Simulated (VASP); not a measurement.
Runs of VASP 6.6.1 on Sb. The structure is that of space group Pm-3m (No. 221), or close to it. The cells are those of the table. 

| task | cell | cutoff (eV) | smearing | gap on the mesh (eV) | pressure (GPa) | relaxed volume (Å³/atom) |
| --- | --- | --- | --- | --- | --- | --- |
| single point | a = 3.089 Å, 1 atom | 520 | fermi-dirac 0.15 eV | none | 0.0 | - |
| relaxation of cell and atoms | relaxed from a = 3.083 Å, 1 atom | 600 | gaussian 0.1 eV | none | 0.0 | (a) |
| relaxation of cell and atoms | relaxed from a = 3.088 Å, 1 atom | 600 | fermi-dirac 0.15 eV | none | 0.0 | 29.47 |
| single point | a = 3.088 Å, 1 atom | 520 | gaussian 0.1 eV | none | 0.0 | - |

Alike in all rows: level r2SCAN; potentials or basis VASP PAW PBE potentials, release 64 (Sb); no spin polarisation; k mesh 18 × 18 × 18.

Q: Fill in the values left out.

A: (a) 29.44.

Caveats: the PAW data sets were made with another functional, which shifts forces and pressure a little; spin-orbit coupling is left out, which moves the levels of the heavy elements.

A k mesh can miss the band edges, and the runs leave out spin-orbit coupling on Sb.

A gap of «none» marks levels without a gap at the run's occupations.
